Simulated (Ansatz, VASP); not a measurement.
Two plane-wave programs on Ba

The input INCAR:

```
PREC = Accurate
ENCUT = 520
EDIFF = 1E-6
ISMEAR = 1
SIGMA = 0.3
LREAL = False
LASPH = True
NELM = 60
ALGO = Normal
ISIF = 2
LWAVE = False
LCHARG = False
GGA = PS
NBANDS = 28
```

Contents of KPOINTS:

```
Automatic mesh
0
Gamma
  4 4 4
```

Contents of POSCAR:

```
Ba
1.0
   -4.1311947500      4.1311947500      3.8367706500
    4.1311947500     -4.1311947500      3.8367706500
    4.1311947500      4.1311947500     -3.8367706500
Ba
4
Direct
    0.8181421100      0.6818578900      0.5000000000
    0.1818578900      0.3181421100      0.5000000000
    0.3181421100      0.8181421100      0.1362842200
    0.6818578900      0.1818578900      0.8637157800
```

Input for Ansatz:

```yaml
crystal:
  lattice:
    - [-4.13119475, 4.13119475, 3.83677065]
    - [4.13119475, -4.13119475, 3.83677065]
    - [4.13119475, 4.13119475, -3.83677065]
  atoms:
    - { symbol: Ba, position: [0.81814211, 0.68185789, 0.5] }
    - { symbol: Ba, position: [0.18185789, 0.31814211, 0.5] }
    - { symbol: Ba, position: [0.31814211, 0.81814211, 0.13628422] }
    - { symbol: Ba, position: [0.68185789, 0.18185789, 0.86371578] }
kpoints:
  mp_grid:
    grid: [4, 4, 4]
    shift: [0.0, 0.0, 0.0]
hamiltonian:
  xc: pbesol
scf:
  occupations:
    method: cold
    width: 0.3
output:
  stress: true
```

Alike in both runs: task single point; functional PBEsol; k mesh 4 × 4 × 4; no spin polarisation.

|  | VASP | Ansatz |
| --- | --- | --- |
| version | VASP 6.6.1 | Ansatz 0.2.0 |
| potentials or method | VASP PAW PBE potentials, release 64 (Ba_sv) | plane waves, PAW |
| plane-wave cutoff (eV) | 520 | 420 |
| occupations | methfessel-paxton of order 1, width 0.3 eV | cold, width 0.3 eV |
| valence electrons in the cell | 40 | 40 |

Ansatz gave:

- pressure (GPa): -0.8
- traceless stress, the component that is largest in VASP (GPa): -0.13

Question: Which values does VASP return?

Answer: Pressure (GPa): -0.7; traceless stress, the component that is largest in VASP (GPa): -0.12.

VASP's potentials were made for PBE, not for PBEsol.

Neither program's run includes spin-orbit coupling.
